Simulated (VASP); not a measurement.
# B6As (R-3m) in VASP: further runs

Runs on B6As. Level: LDA. Tasks: single point, relaxation of cell and atoms.

Everything below comes from runs of VASP 6.6.1. Logs are shortened: lines on timing, memory, paths and dates and some standing lists are left out, and cuts for length are marked.

### Step 1. The cell of the first run

Symmetry: R-3m, No. 166, trigonal system. Conventional cell: a = 6.078 Å, b = 6.078 Å, c = 11.749 Å, α = 90.00°, β = 90.00°, γ = 120.00°. B (site symmetry m) has 6 B at 1.76 to 1.88 Å within 2.3 Å. B (site symmetry m) has 5 B at 1.71 to 1.79 Å and 1 As at 1.98 Å within 2.3 Å. Within 2.6 Å of As (site symmetry 3m) lie 3 B at 1.98 Å and 1 As at 2.37 Å.

### Step 2. Single point, LDA

Contents of INCAR:

```
PREC = Accurate
ENCUT = 520
EDIFF = 1E-6
ISMEAR = 0
SIGMA = 0.02
LREAL = False
LASPH = True
NELM = 100
ALGO = Normal
ISIF = 2
LWAVE = False
LCHARG = True
GGA = CA
LELF = True
LVHAR = True
NBANDS = 36
```

Contents of KPOINTS:

```
Automatic mesh
0
Gamma
  6 6 6
```

Contents of POSCAR:

```
B6As
1.0
    3.0387590408      1.7544283502      3.9163134740
   -3.0387590408      1.7544283502      3.9163134740
    0.0000000000     -3.5088567004      3.9163134740
B As
12 2
Direct
    0.0155961129      0.0155961129      0.3243624079
    0.0155961129      0.3243624079      0.0155961129
    0.8218781704      0.2725031723      0.8218781704
    0.8218781704      0.8218781704      0.2725031723
    0.2725031723      0.8218781704      0.8218781704
    0.7274968277      0.1781218296      0.1781218296
    0.1781218296      0.7274968277      0.1781218296
    0.1781218296      0.1781218296      0.7274968277
    0.9844038871      0.6756375921      0.9844038871
    0.9844038871      0.9844038871      0.6756375921
    0.6756375921      0.9844038871      0.9844038871
    0.3243624079      0.0155961129      0.0155961129
    0.6008649460      0.6008649460      0.6008649460
    0.3991350540      0.3991350540      0.3991350540
```

Potentials or basis: VASP PAW LDA potentials, release 64 (B, As).

On the command line:

```sh
cat potpaw_LDA.64/B/POTCAR potpaw_LDA.64/As/POTCAR > POTCAR
mpirun -np 1 vasp_std > vasp.out
```

OUTCAR:

```text
PREC = Accurate
   ENCUT = 520
   EDIFF = 1E-6
   ISMEAR = 0
   LREAL = False
   LASPH = True
   NELM = 100
   ISIF = 2
   GGA = CA

 ion  position               nearest neighbor table
   1  0.016  0.016  0.324-  10 1.76   7 1.76   6 1.76   4 1.79   2 1.88  12 1.88
   2  0.016  0.324  0.016-   9 1.76   6 1.76   8 1.76   3 1.79   1 1.88  12 1.88
   3  0.822  0.273  0.822-   6 1.71   8 1.71  11 1.76  10 1.76   2 1.79  13 1.98
   4  0.822  0.822  0.273-   6 1.71   7 1.71   9 1.76  11 1.76   1 1.79  13 1.98
   5  0.273  0.822  0.822-   7 1.71   8 1.71   9 1.76  10 1.76  12 1.79  13 1.98
   6  0.727  0.178  0.178-   3 1.71   4 1.71   2 1.76   1 1.76  11 1.79  14 1.98
   7  0.178  0.727  0.178-   5 1.71   4 1.71  12 1.76   1 1.76   9 1.79  14 1.98
   8  0.178  0.178  0.727-   3 1.71   5 1.71   2 1.76  12 1.76  10 1.79  14 1.98
   9  0.984  0.676  0.984-   2 1.76   5 1.76   4 1.76   7 1.79  10 1.88  11 1.88
  10  0.984  0.984  0.676-   1 1.76   3 1.76   5 1.76   8 1.79   9 1.88  11 1.88
  11  0.676  0.984  0.984-  12 1.76   3 1.76   4 1.76   6 1.79  10 1.88   9 1.88
  12  0.324  0.016  0.016-  11 1.76   7 1.76   8 1.76   5 1.79   1 1.88   2 1.88
  13  0.601  0.601  0.601-   4 1.98   3 1.98   5 1.98  14 2.37
  14  0.399  0.399  0.399-   8 1.98   7 1.98   6 1.98  13 2.37

  LATTYP: Found a trigonal (rhomboedric) cell.
 ALAT       =     5.2582874180
 COS(alpha) =     0.3320654915

  Lattice vectors:

 A1 = (   3.0387590408,   1.7544283502,   3.9163134740)
 A2 = (  -3.0387590408,   1.7544283502,   3.9163134740)
 A3 = (   0.0000000000,  -3.5088567004,   3.9163134740)

Analysis of symmetry for initial positions (statically):
=====================================================================
 Subroutine PRICEL returns:
 Original cell was already a primitive cell.

 Routine SETGRP: Setting up the symmetry group for a
 trigonal (rhombohedral) supercell.

 Subroutine GETGRP returns: Found 12 space group operations
 (whereof 12 operations were pure point group operations)
 out of a pool of 12 trial point group operations.

The static configuration has the point symmetry D_3d.

Analysis of symmetry for dynamics (positions and initial velocities):
=====================================================================
 Subroutine PRICEL returns:
 Original cell was already a primitive cell.

 Routine SETGRP: Setting up the symmetry group for a
 trigonal (rhombohedral) supercell.

 Subroutine GETGRP returns: Found 12 space group operations
 (whereof 12 operations were pure point group operations)
 out of a pool of 12 trial point group operations.

The dynamic configuration has the point symmetry D_3d.

 Subroutine INISYM returns: Found 12 space group operations
 (whereof 12 operations are pure point group operations),
 and found     1 'primitive' translations

----------------------------------------------------------------------------------------

                                     Primitive cell

  volume of cell :     125.2739

  direct lattice vectors                    reciprocal lattice vectors
     3.038759041  1.754428350  3.916313474     0.164540851  0.094997705  0.085114058
    -3.038759041  1.754428350  3.916313474    -0.164540851  0.094997705  0.085114058
     0.000000000 -3.508856700  3.916313474     0.000000000 -0.189995410  0.085114058

  length of vectors
     5.258287418  5.258287418  5.258287418     0.208188997  0.208188997  0.208188997

  position of ions in fractional coordinates (direct lattice)
     0.015596113  0.015596113  0.324362408
     0.015596113  0.324362408  0.015596113
     0.821878170  0.272503172  0.821878170
     0.821878170  0.821878170  0.272503172
     0.272503172  0.821878170  0.821878170
     0.727496828  0.178121830  0.178121830
     0.178121830  0.727496828  0.178121830
     0.178121830  0.178121830  0.727496828
     0.984403887  0.675637592  0.984403887
     0.984403887  0.984403887  0.675637592
     0.675637592  0.984403887  0.984403887
     0.324362408  0.015596113  0.015596113
     0.600864946  0.600864946  0.600864946
     0.399135054  0.399135054  0.399135054

  ion indices of the primitive-cell ions
   primitive index   ion index
                 1           1
                 2           2
                 3           3
                 4           4
                 5           5
                 6           6
                 7           7
                 8           8
                 9           9
                10          10
                11          11
                12          12
                13          13
                14          14

----------------------------------------------------------------------------------------

 KPOINTS: Automatic mesh

Automatic generation of k-mesh.
 Grid dimensions read from file:
 generate k-points for:    6    6    6

 Generating k-lattice:

  Cartesian coordinates                     Fractional coordinates (reciprocal lattice)
     0.027423475  0.015832951  0.014185676     0.166666667  0.000000000 -0.000000000
    -0.027423475  0.015832951  0.014185676     0.000000000  0.166666667 -0.000000000
     0.000000000 -0.031665902  0.014185676    -0.000000000 -0.000000000  0.166666667

  Length of vectors
     0.034698166  0.034698166  0.034698166

  Shift w.r.t. Gamma in fractional coordinates (k-lattice)
     0.000000000  0.000000000  0.000000000

 Subroutine IBZKPT returns following result:
 ===========================================

 Found     32 irreducible k-points:

 Following reciprocal coordinates:
            Coordinates               Weight
  0.000000  0.000000  0.000000      1.000000
  0.166667 -0.000000  0.000000      6.000000
  0.333333 -0.000000  0.000000      6.000000
  0.500000  0.000000  0.000000      3.000000
  0.166667  0.166667  0.000000      6.000000
  0.333333  0.166667  0.000000     12.000000
[... 16 lines left out ...]
  0.500000  0.500000  0.166667      6.000000
 -0.333333  0.500000  0.166667     12.000000
 [... further k-points ...]
   k-points           NKPTS =     32   k-points in BZ     NKDIM =     32   number of bands    NBANDS=     36
   number of dos      NEDOS =    301   number of ions     NIONS =     14
   total plane-waves  NPLWV =  64000
   dimension x,y,z NGX =    40 NGY =   40 NGZ =   40
   dimension x,y,z NGXF=    80 NGYF=   80 NGZF=   80
   ions per type =              12   2
   NGX,Y,Z   is equivalent  to a cutoff of  12.65, 12.65, 12.65 a.u.
   NGXF,Y,Z  is equivalent  to a cutoff of  25.29, 25.29, 25.29 a.u.
 SYSTEM =  unknown system
   PREC   = accura    normal or accurate (medium, high low for compatibility)
   ISTART =      0    job   : 0-new  1-cont  2-samecut
   ICHARG =      2    charge: 1-file 2-atom 10-const
   ISPIN  =      1    spin polarized calculation?
   LNONCOLLINEAR =      F non collinear calculations
   LSORBIT =      F    spin-orbit coupling
   LASPH  =      T    aspherical Exc in radial PAW
   ENCUT  =  520.0 eV  38.22 Ry    6.18 a.u.   9.78  9.78  9.78*2*pi/ulx,y,z
   NELM   =    100;   NELMIN=  2; NELMDL= -5     # of ELM steps
   EDIFF  = 0.1E-05   stopping-criterion for ELM
   LREAL  =      F    real-space projection
   EDIFFG = 0.1E-04   stopping-criterion for IOM
   NSW    =      0    number of steps for IOM
   IBRION =     -1    ionic relax: 0-MD 1-quasi-New 2-CG
   NFREE  =      0    steps in history (QN), initial steepest desc. (CG)
   ISIF   =      2    stress and relaxation
   ISYM   =      2    0-nonsym 1-usesym 2-fastsym
   POTIM  = 0.5000    time-step for ionic-motion
   TEBEG  =    0.0;   TEEND  =   0.0 temperature during run
   PSTRESS=    0.0 pullay stress
   NELECT =      46.0000    total number of electrons
   NUPDOWN=      -1.0000    fix difference up-down
   EMIN   =  10.00;   EMAX   =-10.00  energy-range for DOS
   EFERMI =   0.00;   METHOD = LEGACY
   ISMEAR =     0;   SIGMA  =   0.02  broadening in eV -4-tet -1-fermi 0-gaus
   EFERMI_NEDOS =   21; number of points for ismear=-14 and -15
   IALGO  =     38    algorithm
   IMIX   =      4    mixing-type and parameters
     AMIX     =   0.40;   BMIX     =  1.00
     AMIX_MAG =   1.60;   BMIX_MAG =  1.00
  volume/ion in A,a.u.               =       8.95        60.38
  Fermi-wavevector in a.u.,A,eV,Ry     =   1.172305  2.215335 18.698470  1.374299
  Thomas-Fermi vector in A             =   2.308736
   LORBIT       =      0    0 simple, 1 ext, 2 COOP (PROOUT), +10 PAW based schemes
   GGA     = CA    functional components
   LHFCALC =     F    Hartree Fock is set to
   AEXX    =    0.0000 exact exchange contribution
   IVDW    =     0    specifies the selected vdW correction
   LEPSILON=     F    determine dielectric tensor
   LRPA    =     F    only Hartree local field effects (RPA)
 non-spin polarized calculation
 Gauss-broadening in eV      SIGMA  =   0.02
  energy-cutoff  :      520.00
  volume of cell :      125.27
 maximum number of plane-waves:      3398
   NGX = 19   NGY = 19   NGZ = 19

 number of electron      46.0000002 magnetization

 Free energy of the ion-electron system (eV)
  ---------------------------------------------------
  ext. energy  EPLUGINS =         0.00000000
  ---------------------------------------------------
  free energy    TOTEN  =      -102.79167269 eV

  energy without entropy =     -102.79167269  energy(sigma->0) =     -102.79167269

 E-fermi :   4.9589     XC(G=0): -11.3114

 val. band max:        4.8331765037   @ k =   0.1667  -0.0000   0.0000
 cond. band min:       7.5007588343   @ k =   0.5000   0.0000   0.0000
 fundamental gap:      2.6675823305
 Fermi energy:         4.9588850139

 k-point     1 :       0.0000    0.0000    0.0000
  band No.  band energies     occupation
      1      -9.9877      2.00000
      2      -7.0530      2.00000
      3      -5.1966      2.00000
      4      -5.1966      2.00000
      5      -5.1471      2.00000
      6      -4.0545      2.00000
[... 27 lines left out ...]
     34      13.3898      0.00000
     35      13.4116      0.00000

 k-point     2 :       0.1667   -0.0000    0.0000
  band No.  band energies     occupation
      1      -9.8802      2.00000
      2      -7.3516      2.00000
      3      -5.2818      2.00000
      4      -5.2009      2.00000
      5      -4.9713      2.00000
      6      -4.2834      2.00000
[... 27 lines left out ...]
     34      13.3027      0.00000
     35      13.5213      0.00000

 k-point     3 :       0.3333   -0.0000    0.0000
  band No.  band energies     occupation
      1      -9.5917      2.00000
      2      -7.9549      2.00000
      3      -5.4117      2.00000
      4      -5.2053      2.00000
      5      -4.6865      2.00000
      6      -4.5370      2.00000
[... 27 lines left out ...]
     34      13.1838      0.00000
     35      13.7019      0.00000
[... 723 lines left out ...]
 k-point    23 :       0.5000    0.5000    0.1667
  band No.  band energies     occupation
      1      -9.2446      2.00000
      2      -7.4874      2.00000
      3      -6.7845      2.00000
      4      -5.7804      2.00000
      5      -5.5226      2.00000
      6      -3.7692      2.00000
[... 27 lines left out ...]
     34      13.1975      0.00000
     35      13.3232      0.00000

 k-point    24 :      -0.3333    0.5000    0.1667
  band No.  band energies     occupation
      1      -9.1944      2.00000
      2      -7.7358      2.00000
      3      -6.8380      2.00000
      4      -5.7484      2.00000
      5      -5.2283      2.00000
      6      -3.7513      2.00000
[... 27 lines left out ...]
     34      13.2526      0.00000
     35      13.6138      0.00000

 [... further k-points ...]

 [bands above 35 left out]

------------------------ aborting loop because EDIFF is reached ----------------------------------------

  FORCE on cell =-STRESS in cart. coord.  units (eV):
  Direction    XX          YY          ZZ          XY          YZ          ZX
  --------------------------------------------------------------------------------------
  -------------------------------------------------------------------------------------
  Total        0.5670903      0.5670903      0.3953652      0.0000000      0.0000000      0.0000000
  in kB        7.2527421      7.2527421      5.0564821      0.0000000      0.0000000      0.0000000
  external PRESSURE =       6.5206555 kB  Pullay stress =       0.0000000 kB

 VOLUME and BASIS-vectors are now :
 -----------------------------------------------------------------------------
  energy-cutoff  :      520.00
  volume of cell :      125.27
      direct lattice vectors                 reciprocal lattice vectors
     3.038759041  1.754428350  3.916313474     0.164540851  0.094997705  0.085114058
    -3.038759041  1.754428350  3.916313474    -0.164540851  0.094997705  0.085114058
     0.000000000 -3.508856700  3.916313474     0.000000000 -0.189995410  0.085114058

 POSITION                                       TOTAL-FORCE (eV/Angst)
 -----------------------------------------------------------------------------------
      0.00000     -1.08342      1.39246         0.000000     -0.005748      0.013769
     -0.93827      0.54171      1.39246        -0.004978      0.002874      0.013769
      1.66942     -0.96384      7.50467         0.036812     -0.021254      0.011854
      0.00000      1.92768      7.50467         0.000000      0.042507      0.011854
     -1.66942     -0.96384      7.50467        -0.036812     -0.021254      0.011854
      1.66942      0.96384      4.24427         0.036812      0.021254     -0.011854
     -1.66942      0.96384      4.24427        -0.036812      0.021254     -0.011854
      0.00000     -1.92768      4.24427         0.000000     -0.042507     -0.011854
      0.93827     -0.54171     10.35648         0.004978     -0.002874     -0.013769
      0.00000      1.08342     10.35648         0.000000      0.005748     -0.013769
     -0.93827     -0.54171     10.35648        -0.004978     -0.002874     -0.013769
      0.93827      0.54171      1.39246         0.004978      0.002874      0.013769
      0.00000      0.00000      7.05953         0.000000      0.000000      0.032235
      0.00000      0.00000      4.68941         0.000000      0.000000     -0.032235
 -----------------------------------------------------------------------------------
    total drift:                                0.000000      0.000000     -0.000000

  FREE ENERGIE OF THE ION-ELECTRON SYSTEM (eV)
  ---------------------------------------------------
  free  energy   TOTEN  =      -102.7916726894 eV

  energy  without entropy=     -102.7916726894  energy(sigma->0) =     -102.79167269
```

It took 3.8 min on 1 thread of Intel Xeon 8259CL, shared host; peak memory 0.26 GiB.

What came out:

```
Free energy            : -102.7917 eV
Pressure               : 0.7 GPa
Largest force          : 0.044 eV/Å
Band gap on the k mesh : 2.67 eV (least direct gap 2.70 eV)
```

Forces on the atoms (eV/Å):
```
B    0.000 -0.006  0.014
B   -0.005  0.003  0.014
B    0.037 -0.021  0.012
B    0.000  0.043  0.012
B   -0.037 -0.021  0.012
B    0.037  0.021 -0.012
B   -0.037  0.021 -0.012
B    0.000 -0.043 -0.012
B    0.005 -0.003 -0.014
B    0.000  0.006 -0.014
B   -0.005 -0.003 -0.014
B    0.005  0.003  0.014
As   0.000  0.000  0.032
As   0.000  0.000 -0.032
```

A k mesh can miss the band edges.

(Part 1 of 3 ends here.)
